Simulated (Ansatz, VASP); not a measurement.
**Two plane-wave programs on Si2BiTe2**

```xyz
5
Lattice="5.2818 0.0000 0.0000 -2.6409 4.5741 0.0000 0.0000 0.0000 5.6358" Properties=species:S:1:pos:R:3 pbc="T T T"
Si    0.0000    3.0494    0.0000
Si    2.6409    1.5247    0.0000
Bi    0.0000    0.0000    0.0000
Te    0.0000    3.0494    2.8179
Te    2.6409    1.5247    2.8179
```

Alike in both runs: functional PBE; k mesh 12 × 12 × 8; occupations gaussian, width 0.1 eV; no spin polarisation.

Ansatz relaxed the structure, and its values are those at the end. VASP's run is a single point on that final structure, the one shown.

|  | VASP | Ansatz |
| --- | --- | --- |
| version | VASP 6.6.1 | Ansatz 0.2.0 |
| potentials or method | VASP PAW PBE potentials, release 64 (Si, Bi_d, Te), cutoff 520 eV | scalar-relativistic, plane waves, PAW |
| valence electrons in the cell | 35 | 55 |

```csv
,VASP,Ansatz,Ansatz less VASP
gap on the k mesh at the Fermi level (eV),none,none,-
pressure (GPa),0.0,0.0,+0.03
```

A gap of «none» marks a metal or a gap that the smearing closes. The functional is the same, so the differences come from potentials, cutoffs and numerics. VASP's potentials hold 35 valence electrons a cell and Ansatz's 55, so a difference there can come from the potentials and not from the codes.

Neither program's run includes spin-orbit coupling.
